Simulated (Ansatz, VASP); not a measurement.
**One calculation of Sn3Mo, two programs**

```
CELL_PARAMETERS angstrom
6.19102 0.00000 0.00000
-3.09551 5.36158 0.00000
0.00000 0.00000 5.37812
ATOMIC_POSITIONS crystal
Sn 0.82597 0.65194 0.25000
Sn 0.17403 0.82597 0.75000
Sn 0.34806 0.17403 0.25000
Sn 0.17403 0.34806 0.75000
Sn 0.82597 0.17403 0.25000
Sn 0.65194 0.82597 0.75000
Mo 0.33333 0.66667 0.25000
Mo 0.66667 0.33333 0.75000
```

Alike in both runs: functional PBE; k mesh 3 × 3 × 4; occupations gaussian, width 0.1 eV; no spin polarisation.

Ansatz relaxed the structure, and its values are those at the end. VASP's run is a single point on that final structure, the one shown.

|  | VASP | Ansatz |
| --- | --- | --- |
| version | VASP 6.6.1 | Ansatz 0.2.0 |
| potentials or method | VASP PAW PBE potentials, release 64 (Sn_d, Mo_sv), cutoff 520 eV | scalar-relativistic, plane waves, PAW |
| valence electrons in the cell | 112 | 112 |

Ansatz gave:

* gap on the k mesh at the Fermi level (eV): none
* pressure (GPa): 0.0
* rms of the force components (eV/Å): 0.005

**Question.** Estimate VASP's values.

**Answer.** gap on the k mesh at the Fermi level (eV): none; pressure (GPa): 0.0; rms of the force components (eV/Å): 0.004.

A gap of «none» marks a metal or a gap that the smearing closes.

The k mesh is coarse, so the values compare programs but aren't converged.
